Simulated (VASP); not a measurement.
# PbSe (P6_3mc) in VASP: further runs

PbSe is run at these levels: PBE, r2SCAN; tasks: single point.

Everything below comes from runs of VASP 6.6.1. Logs are shortened: lines on timing, memory, paths and dates and some standing lists are left out, and cuts for length are marked.

### Step 1. The cell of the first run

Symmetry: P6_3mc, No. 186, hexagonal system. The conventional cell has a = 5.174 Å, b = 5.174 Å, c = 6.164 Å, α = 90.00°, β = 90.00°, γ = 120.00°. Pb (site symmetry 3m) has 5 Se at 2.99 to 3.09 Å within 3.9 Å. Se (site symmetry 3m) has 5 Pb at 2.99 to 3.09 Å within 3.9 Å.

### Step 2. Single point, PBE (uniaxial z strain -0.8%)

File INCAR:

```
SYSTEM = PbSe
ALGO = Normal
EDIFF = 1E-6
ENCUT = 520
GGA = PE
ISIF = 2
ISMEAR = -1
LASPH = .TRUE.
LCHARG = .TRUE.
LELF = .TRUE.
LREAL = .FALSE.
LVHAR = .TRUE.
LWAVE = .FALSE.
NBANDS = 28
NELM = 60
PREC = Accurate
SIGMA = 0.02
```

File KPOINTS:

```
k-points
0
G
  6 6 4
  0 0 0
```

File POSCAR:

```
PbSe
1.0
    5.1741442664      0.0000000000      0.0000000000
   -2.5870721332      4.4809403775      0.0000000000
    0.0000000000      0.0000000000      6.1644360317
Pb Se
2 2
Direct
    0.3333333333      0.6666666667     -0.0629204590
    0.6666666667      0.3333333333      0.4370795410
    0.3333333333      0.6666666667      0.4379204590
    0.6666666667      0.3333333333      0.9379204590
```

Potentials or basis: VASP PAW PBE potentials, release 64 (Pb_d, Se).

Command:

```sh
cat potpaw_PBE.64/Pb_d/POTCAR potpaw_PBE.64/Se/POTCAR > POTCAR
mpirun -np 1 vasp_std > vasp.out
```

OUTCAR:

```text
SYSTEM = PbSe
   EDIFF = 1E-6
   ENCUT = 520
   GGA = PE
   ISIF = 2
   ISMEAR = -1
   LASPH = .TRUE.
   LREAL = .FALSE.
   NELM = 60
   PREC = Accurate

 ion  position               nearest neighbor table
   1  0.333  0.667  0.937-   4 2.99   4 2.99   4 2.99   3 3.08   3 3.09
   2  0.667  0.333  0.437-   3 2.99   3 2.99   3 2.99   4 3.08   4 3.09
   3  0.333  0.667  0.438-   2 2.99   2 2.99   2 2.99   1 3.08   1 3.09
   4  0.667  0.333  0.938-   1 2.99   1 2.99   1 2.99   2 3.08   2 3.09

  LATTYP: Found a hexagonal cell.
 ALAT       =     5.1741442664
 C/A-ratio  =     1.1913923761

  Lattice vectors:

 A1 = (   5.1741442664,   0.0000000000,   0.0000000000)
 A2 = (  -2.5870721332,   4.4809403775,   0.0000000000)
 A3 = (   0.0000000000,   0.0000000000,   6.1644360317)

Analysis of symmetry for initial positions (statically):
=====================================================================
 Subroutine PRICEL returns:
 Original cell was already a primitive cell.

 Routine SETGRP: Setting up the symmetry group for a
 hexagonal supercell.

 Subroutine GETGRP returns: Found 12 space group operations
 (whereof  6 operations were pure point group operations)
 out of a pool of 24 trial point group operations.

The static configuration has the point symmetry C_3v.
 The point group associated with its full space group is C_6v.

Analysis of symmetry for dynamics (positions and initial velocities):
=====================================================================
 Subroutine PRICEL returns:
 Original cell was already a primitive cell.

 Routine SETGRP: Setting up the symmetry group for a
 hexagonal supercell.

 Subroutine GETGRP returns: Found 12 space group operations
 (whereof  6 operations were pure point group operations)
 out of a pool of 24 trial point group operations.

The dynamic configuration has the point symmetry C_3v.
 The point group associated with its full space group is C_6v.

 Subroutine INISYM returns: Found 12 space group operations
 (whereof  6 operations are pure point group operations),
 and found     1 'primitive' translations

----------------------------------------------------------------------------------------

                                     Primitive cell

  volume of cell :     142.9226

  direct lattice vectors                    reciprocal lattice vectors
     5.174144266  0.000000000  0.000000000     0.193268674  0.111583721  0.000000000
    -2.587072133  4.480940377  0.000000000     0.000000000  0.223167442  0.000000000
     0.000000000  0.000000000  6.164436032     0.000000000  0.000000000  0.162220841

  length of vectors
     5.174144266  5.174144266  6.164436032     0.223167442  0.223167442  0.162220841

  position of ions in fractional coordinates (direct lattice)
     0.333333333  0.666666667  0.937079541
     0.666666667  0.333333333  0.437079541
     0.333333333  0.666666667  0.437920459
     0.666666667  0.333333333  0.937920459

  ion indices of the primitive-cell ions
   primitive index   ion index
                 1           1
                 2           2
                 3           3
                 4           4

----------------------------------------------------------------------------------------

 KPOINTS: k-points

Automatic generation of k-mesh.
 Grid dimensions read from file:
 generate k-points for:    6    6    4

 Generating k-lattice:

  Cartesian coordinates                     Fractional coordinates (reciprocal lattice)
     0.032211446  0.018597287  0.000000000     0.166666667  0.000000000  0.000000000
     0.000000000  0.037194574  0.000000000     0.000000000  0.166666667  0.000000000
     0.000000000  0.000000000  0.040555210     0.000000000  0.000000000  0.250000000

  Length of vectors
     0.037194574  0.037194574  0.040555210

  Shift w.r.t. Gamma in fractional coordinates (k-lattice)
     0.000000000  0.000000000  0.000000000

 Subroutine IBZKPT returns following result:
 ===========================================

 Found     21 irreducible k-points:

 Following reciprocal coordinates:
            Coordinates               Weight
  0.000000  0.000000  0.000000      1.000000
  0.166667  0.000000  0.000000      6.000000
  0.333333 -0.000000  0.000000      6.000000
  0.500000 -0.000000  0.000000      3.000000
  0.166667  0.166667  0.000000      6.000000
  0.333333  0.166667  0.000000     12.000000
[... 13 lines left out ...]
  0.333333  0.166667  0.500000     12.000000
  0.333333  0.333333  0.500000      2.000000
   k-points           NKPTS =     21   k-points in BZ     NKDIM =     21   number of bands    NBANDS=     28
   number of dos      NEDOS =    301   number of ions     NIONS =      4
   total plane-waves  NPLWV =  76800
   dimension x,y,z NGX =    40 NGY =   40 NGZ =   48
   dimension x,y,z NGXF=    80 NGYF=   80 NGZF=   96
   ions per type =               2   2
   NGX,Y,Z   is equivalent  to a cutoff of  12.85, 12.85, 12.94 a.u.
   NGXF,Y,Z  is equivalent  to a cutoff of  25.70, 25.70, 25.89 a.u.
 SYSTEM =  PbSe
   PREC   = accura    normal or accurate (medium, high low for compatibility)
   ISTART =      0    job   : 0-new  1-cont  2-samecut
   ICHARG =      2    charge: 1-file 2-atom 10-const
   ISPIN  =      1    spin polarized calculation?
   LNONCOLLINEAR =      F non collinear calculations
   LSORBIT =      F    spin-orbit coupling
   LASPH  =      T    aspherical Exc in radial PAW
   ENCUT  =  520.0 eV  38.22 Ry    6.18 a.u.   9.62  9.62 11.46*2*pi/ulx,y,z
   NELM   =     60;   NELMIN=  2; NELMDL= -5     # of ELM steps
   EDIFF  = 0.1E-05   stopping-criterion for ELM
   LREAL  =      F    real-space projection
[... 7 lines left out ...]
   TEBEG  =    0.0;   TEEND  =   0.0 temperature during run
   PSTRESS=    0.0 pullay stress
   NELECT =      40.0000    total number of electrons
   NUPDOWN=      -1.0000    fix difference up-down
   EMIN   =  10.00;   EMAX   =-10.00  energy-range for DOS
   EFERMI =   0.00;   METHOD = LEGACY
   ISMEAR =    -1;   SIGMA  =   0.02  broadening in eV -4-tet -1-fermi 0-gaus
   EFERMI_NEDOS =   21; number of points for ismear=-14 and -15
   IALGO  =     38    algorithm
   IMIX   =      4    mixing-type and parameters
     AMIX     =   0.40;   BMIX     =  1.00
     AMIX_MAG =   1.60;   BMIX_MAG =  1.00
  volume/ion in A,a.u.               =      35.73       241.12
  Fermi-wavevector in a.u.,A,eV,Ry     =   1.070848  2.023609 15.602009  1.146715
  Thomas-Fermi vector in A             =   2.206570
   LORBIT       =      0    0 simple, 1 ext, 2 COOP (PROOUT), +10 PAW based schemes
   GGA     = PE    functional components
   LHFCALC =     F    Hartree Fock is set to
   AEXX    =    0.0000 exact exchange contribution
   IVDW    =     0    specifies the selected vdW correction
   LEPSILON=     F    determine dielectric tensor
   LRPA    =     F    only Hartree local field effects (RPA)
 non-spin polarized calculation
  energy-cutoff  :      520.00
  volume of cell :      142.92
 maximum number of plane-waves:      3874
 NGX is ok and might be reduce to    40
   NGX = 19   NGY = 19   NGZ = 23

 number of electron      40.0000001 magnetization

 Free energy of the ion-electron system (eV)
  ---------------------------------------------------
  ext. energy  EPLUGINS =         0.00000000
  ---------------------------------------------------
  free energy    TOTEN  =       -16.06416533 eV

  energy without entropy =      -16.06416533  energy(sigma->0) =      -16.06416533

 E-fermi :   3.5807     XC(G=0):  -8.2472

 val. band max:        3.1726070234   @ k =   0.3333   0.3333   0.5000
 cond. band min:       4.3381407856   @ k =   0.3333   0.3333   0.5000
 fundamental gap:      1.1655337622
 Fermi energy:         3.5807380531

 k-point     1 :       0.0000    0.0000    0.0000
  band No.  band energies     occupation
      1     -13.6907      2.00000
      2     -13.6112      2.00000
      3     -13.6112      2.00000
      4     -13.6103      2.00000
      5     -13.6103      2.00000
      6     -13.6031      2.00000
[... 20 lines left out ...]
     27       9.0696      0.00000
     28       9.5200      0.00000

 k-point     2 :       0.1667    0.0000    0.0000
  band No.  band energies     occupation
      1     -13.6892      2.00000
      2     -13.6188      2.00000
      3     -13.6108      2.00000
      4     -13.6070      2.00000
      5     -13.6060      2.00000
      6     -13.6045      2.00000
[... 20 lines left out ...]
     27       8.8484      0.00000
     28       9.1939      0.00000

 k-point     3 :       0.3333   -0.0000    0.0000
  band No.  band energies     occupation
      1     -13.6847      2.00000
      2     -13.6350      2.00000
      3     -13.6078      2.00000
      4     -13.6071      2.00000
      5     -13.6000      2.00000
      6     -13.5995      2.00000
[... 20 lines left out ...]
     27       8.7916      0.00000
     28       9.6104      0.00000

 k-point     4 :       0.5000   -0.0000    0.0000
  band No.  band energies     occupation
      1     -13.6809      2.00000
      2     -13.6443      2.00000
      3     -13.6084      2.00000
      4     -13.6062      2.00000
      5     -13.5986      2.00000
      6     -13.5965      2.00000
[... 20 lines left out ...]
     27       8.6431      0.00000
     28       9.3613      0.00000

 k-point     5 :       0.1667    0.1667    0.0000
  band No.  band energies     occupation
      1     -13.6856      2.00000
      2     -13.6316      2.00000
      3     -13.6082      2.00000
      4     -13.6072      2.00000
      5     -13.6023      2.00000
      6     -13.6000      2.00000
[... 20 lines left out ...]
     27       8.9513      0.00000
     28      10.0949      0.00000

 k-point     6 :       0.3333    0.1667    0.0000
  band No.  band energies     occupation
      1     -13.6780      2.00000
      2     -13.6471      2.00000
      3     -13.6099      2.00000
      4     -13.6077      2.00000
      5     -13.5964      2.00000
      6     -13.5955      2.00000
[... 370 lines left out ...]
      5     -13.6068      2.00000
      6     -13.6068      2.00000
[... 20 lines left out ...]
     27       9.6727      0.00000
     28       9.6727      0.00000

 k-point    19 :       0.1667    0.1667    0.5000
  band No.  band energies     occupation
      1     -13.6332      2.00000
      2     -13.6332      2.00000
      3     -13.6119      2.00000
      4     -13.6119      2.00000
      5     -13.6082      2.00000
      6     -13.6082      2.00000
[... 20 lines left out ...]
     27      10.2955      0.00000
     28      10.2955      0.00000

 k-point    20 :       0.3333    0.1667    0.5000
  band No.  band energies     occupation
      1     -13.6321      2.00000
      2     -13.6321      2.00000
      3     -13.6101      2.00000
      4     -13.6101      2.00000
      5     -13.6068      2.00000
      6     -13.6068      2.00000
[... 20 lines left out ...]
     27       9.6817      0.00000
     28       9.6817      0.00000

 k-point    21 :       0.3333    0.3333    0.5000
  band No.  band energies     occupation
      1     -13.6299      2.00000
      2     -13.6299      2.00000
      3     -13.6123      2.00000
      4     -13.6123      2.00000
      5     -13.6047      2.00000
      6     -13.6047      2.00000
[... 20 lines left out ...]
     27       9.5292      0.00000
     28       9.5292      0.00000

------------------------ aborting loop because EDIFF is reached ----------------------------------------

  FORCE on cell =-STRESS in cart. coord.  units (eV):
  Direction    XX          YY          ZZ          XY          YZ          ZX
  --------------------------------------------------------------------------------------
  -------------------------------------------------------------------------------------
  Total        0.7274762      0.7274762      1.5492281      0.0000000      0.0000000     -0.0000000
  in kB        8.1550818      8.1550818     17.3670037      0.0000000      0.0000000     -0.0000000
  external PRESSURE =      11.2257225 kB  Pullay stress =       0.0000000 kB

 VOLUME and BASIS-vectors are now :
 -----------------------------------------------------------------------------
  energy-cutoff  :      520.00
  volume of cell :      142.92
      direct lattice vectors                 reciprocal lattice vectors
     5.174144266  0.000000000  0.000000000     0.193268674  0.111583721  0.000000000
    -2.587072133  4.480940377  0.000000000     0.000000000  0.223167442  0.000000000
     0.000000000  0.000000000  6.164436032     0.000000000  0.000000000  0.162220841

 POSITION                                       TOTAL-FORCE (eV/Angst)
 -----------------------------------------------------------------------------------
     -0.00000      2.98729      5.77657         0.000000     -0.000000      0.002474
      2.58707      1.49365      2.69435        -0.000000      0.000000      0.002474
     -0.00000      2.98729      2.69953        -0.000000     -0.000000     -0.002474
      2.58707      1.49365      5.78175        -0.000000      0.000000     -0.002474
 -----------------------------------------------------------------------------------
    total drift:                               -0.000000      0.000000     -0.000186

  FREE ENERGIE OF THE ION-ELECTRON SYSTEM (eV)
  ---------------------------------------------------
  free  energy   TOTEN  =       -16.0641653322 eV

  energy  without entropy=      -16.0641653322  energy(sigma->0) =      -16.06416533
```

Wall time 41 s (1 thread of AMD EPYC 9R45 (Zen 5), shared host); peak memory 0.26 GiB.

What came out:

```yaml
Free_energy: -16.0642 eV
Pressure: 1.1 GPa
Band_gap_on_the_k_mesh: 1.17 eV
```

Forces in eV/Å, atoms in the order of the input:
```
Pb   0.000  0.000  0.002
Pb   0.000  0.000  0.002
Se   0.000  0.000 -0.002
Se   0.000  0.000 -0.002
```

Stress tensor (GPa, compression positive):
```
0.82 0.00 0.00
0.00 0.82 0.00
0.00 0.00 1.74
```

Caveat: the cell differs from its parent crystal (uniaxial z strain -0.8%); the structure was generated, so it needn't be the stable form of PbSe; spin-orbit coupling is left out, which moves the levels of the heavy elements.

### Step 3. Single point, r2SCAN (uniaxial z strain -0.8%)

POSCAR is that of step 2.

File INCAR.step1:

```
  ALGO = Normal
  EDIFF = 1E-4
  ENCUT = 520
  GGA = PE
  ISMEAR = 0
  LASPH = T
  LCHARG = F
  LREAL = F
  LWAVE = T
  NBANDS = 28
  NELM = 60
  PREC = Accurate
  SIGMA = 0.01
```

File INCAR.step2:

```
  ALGO = Normal
  EDIFF = 1E-6
  ENCUT = 520
  ISIF = 2
  ISMEAR = 0
  ISTART = 1
  LASPH = T
  LCHARG = F
  LMIXTAU = T
  LREAL = F
  LWAVE = F
  METAGGA = R2SCAN
  NBANDS = 28
  NELM = 60
  PREC = Accurate
  SIGMA = 0.01
```

File KPOINTS:

```
k-points
0
Gamma
  6 6 4
```

Potentials or basis: VASP PAW PBE potentials, release 64 (Pb_d, Se).

Command:

```sh
cat potpaw_PBE.64/Pb_d/POTCAR potpaw_PBE.64/Se/POTCAR > POTCAR
cp INCAR.step1 INCAR
mpirun -np 1 vasp_std > vasp.out
cp INCAR.step2 INCAR
mpirun -np 1 vasp_std > vasp.out
```

OUTCAR:

```text
EDIFF = 1E-6
   ENCUT = 520
   ISIF = 2
   ISMEAR = 0
   ISTART = 1
   LASPH = T
   LREAL = F
   METAGGA = R2SCAN
   NELM = 60
   PREC = Accurate

 ion  position               nearest neighbor table
   1  0.333  0.667  0.937-   4 2.99   4 2.99   4 2.99   3 3.08   3 3.09
   2  0.667  0.333  0.437-   3 2.99   3 2.99   3 2.99   4 3.08   4 3.09
   3  0.333  0.667  0.438-   2 2.99   2 2.99   2 2.99   1 3.08   1 3.09
   4  0.667  0.333  0.938-   1 2.99   1 2.99   1 2.99   2 3.08   2 3.09

  LATTYP: Found a hexagonal cell.
 ALAT       =     5.1741442664
 C/A-ratio  =     1.1913923761

  Lattice vectors:

 A1 = (   5.1741442664,   0.0000000000,   0.0000000000)
 A2 = (  -2.5870721332,   4.4809403775,   0.0000000000)
 A3 = (   0.0000000000,   0.0000000000,   6.1644360317)

Analysis of symmetry for initial positions (statically):
=====================================================================
 Subroutine PRICEL returns:
 Original cell was already a primitive cell.

 Routine SETGRP: Setting up the symmetry group for a
 hexagonal supercell.

 Subroutine GETGRP returns: Found 12 space group operations
[... 167 lines left out ...]

 E-fermi :   3.0936     XC(G=0):  -8.7808

 val. band max:        2.9913261958   @ k =   0.3333   0.3333   0.5000
 cond. band min:       4.4750655991   @ k =   0.3333   0.3333   0.5000
 fundamental gap:      1.4837394032
 Fermi energy:         3.0935698300

 k-point     1 :       0.0000    0.0000    0.0000
  band No.  band energies     occupation
      1     -14.4960      2.00000
      2     -14.4040      2.00000
      3     -14.4040      2.00000
      4     -14.4033      2.00000
      5     -14.4033      2.00000
      6     -14.3944      2.00000
[... 640 lines left out ...]
     27       9.6434      0.00000
     28       9.6434      0.00000

------------------------ aborting loop because EDIFF is reached ----------------------------------------

  FORCE on cell =-STRESS in cart. coord.  units (eV):
  Direction    XX          YY          ZZ          XY          YZ          ZX
  --------------------------------------------------------------------------------------
  -------------------------------------------------------------------------------------
  Total        0.0776931      0.0776931      0.7436495      0.0000000      0.0000000     -0.0000000
  in kB        0.8709477      0.8709477      8.3363858      0.0000000      0.0000000     -0.0000000
  external PRESSURE =       3.3594270 kB  Pullay stress =       0.0000000 kB

 VOLUME and BASIS-vectors are now :
 -----------------------------------------------------------------------------
  energy-cutoff  :      520.00
  volume of cell :      142.92
      direct lattice vectors                 reciprocal lattice vectors
     5.174144266  0.000000000  0.000000000     0.193268674  0.111583721  0.000000000
    -2.587072133  4.480940377  0.000000000     0.000000000  0.223167442  0.000000000
     0.000000000  0.000000000  6.164436032     0.000000000  0.000000000  0.162220841

 POSITION                                       TOTAL-FORCE (eV/Angst)
 -----------------------------------------------------------------------------------
     -0.00000      2.98729      5.77657         0.000000     -0.000000      0.001273
      2.58707      1.49365      2.69435        -0.000000      0.000000      0.001273
     -0.00000      2.98729      2.69953        -0.000000     -0.000000     -0.001273
      2.58707      1.49365      5.78175         0.000000      0.000000     -0.001273
 -----------------------------------------------------------------------------------
    total drift:                               -0.000000      0.000000     -0.000121

  FREE ENERGIE OF THE ION-ELECTRON SYSTEM (eV)
  ---------------------------------------------------
  free  energy   TOTEN  =      -143.3987303573 eV

  energy  without entropy=     -143.3987303573  energy(sigma->0) =     -143.39873036
```

OUTCAR.step1:

```text
EDIFF = 1E-4
   ENCUT = 520
   GGA = PE
   ISMEAR = 0
[... 877 lines left out ...]
     -0.00000      2.98729      5.77657        -0.000000      0.000000      0.002360
      2.58707      1.49365      2.69435         0.000000     -0.000000      0.002360
     -0.00000      2.98729      2.69953        -0.000000      0.000000     -0.002360
      2.58707      1.49365      5.78175        -0.000000      0.000000     -0.002360
 -----------------------------------------------------------------------------------
    total drift:                               -0.000000      0.000000     -0.000525

  FREE ENERGIE OF THE ION-ELECTRON SYSTEM (eV)
  ---------------------------------------------------
  free  energy   TOTEN  =       -16.0641548689 eV

  energy  without entropy=      -16.0641548689  energy(sigma->0) =      -16.06415487
```

Wall time 2.8 min (1 thread of AMD EPYC 9R45 (Zen 5), shared host); peak memory 0.3 GiB.

What came out:

| Item | Value |
| --- | --- |
| Free energy | -143.3987 eV |
| Pressure | 0.3 GPa |
| Band gap on the k mesh | 1.48 eV |

Caveat: the cell differs from its parent crystal (uniaxial z strain -0.8%); the structure was generated, so it needn't be the stable form of PbSe; the PAW data sets were made with another functional, which shifts forces and pressure a little; spin-orbit coupling is left out, which moves the levels of the heavy elements.
